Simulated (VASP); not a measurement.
Set up this calculation in VASP 6.6.1, as the native input.

```yaml
Task: single point
Functional: BLYP
Potentials_or_basis: VASP PAW PBE potentials, release 64 (Be)
Cutoff: 520 eV
k_mesh: 11 × 11 × 11
Occupations: fermi-dirac, width 0.15 eV
Spin: non-collinear spin, typed start
Starting_moments: "[[0.354, 0.354, 0.0]] μB"
Dipole_correction: no
Further_INCAR_settings: ALGO = Fast; EDIFF = 1e-07; NBANDS = 13
```

The structure of Be lies in POSCAR:

```
Be
1.0
   -1.2121880000      1.2292170000      1.2416880000
    1.2601760000     -1.2189500000      1.2794090000
    1.2515810000      1.2583440000     -1.2314210000
Be
1
Direct
   -0.0176130000     -0.0011980000     -0.0081710000
```

This cell differs from its parent crystal: the cell strained at random.

These files were run (other wordings do the same):

INCAR

```
AGGAC = 1.0
AGGAX = 1.0
ALDAC = 0.0
ALDAX = 1.0
ALGO = Fast
EDIFF = 1E-7
ENCUT = 520
GGA = B5
ISIF = 2
ISMEAR = -1
LASPH = True
LCHARG = True
LNONCOLLINEAR = True
LORBIT = 11
LREAL = False
LVHAR = True
LWAVE = False
MAGMOM = 0.354 0.354 0
NBANDS = 13
NELM = 150
PREC = Accurate
SIGMA = 0.15
```

KPOINTS

```
k-points
0
Gamma
  11 11 11
```

Potentials or basis: VASP PAW PBE potentials, release 64 (Be).

Run with:

```console
$ cat potpaw_PBE.64/Be/POTCAR > POTCAR
$ mpirun -np 1 vasp_ncl > vasp.out
```

It gave:

```json
{"Pressure": "0.2 GPa", "Band gap on the k mesh": "zero (bands 2 and 3 overlap by 3.88 eV)", "Net moment": "0.00 μB per cell", "Valence electrons inside the program's atomic spheres": "Be 1.16"}
```

Caveat: the cell differs from its parent crystal (the cell strained at random); the PAW data sets were made with another functional, which shifts forces and pressure a little.

Wall time 68 s on 1 thread of AMD EPYC 9R45 96-Core Processor (Zen 5) (shared host), peak memory 0.17 GiB.
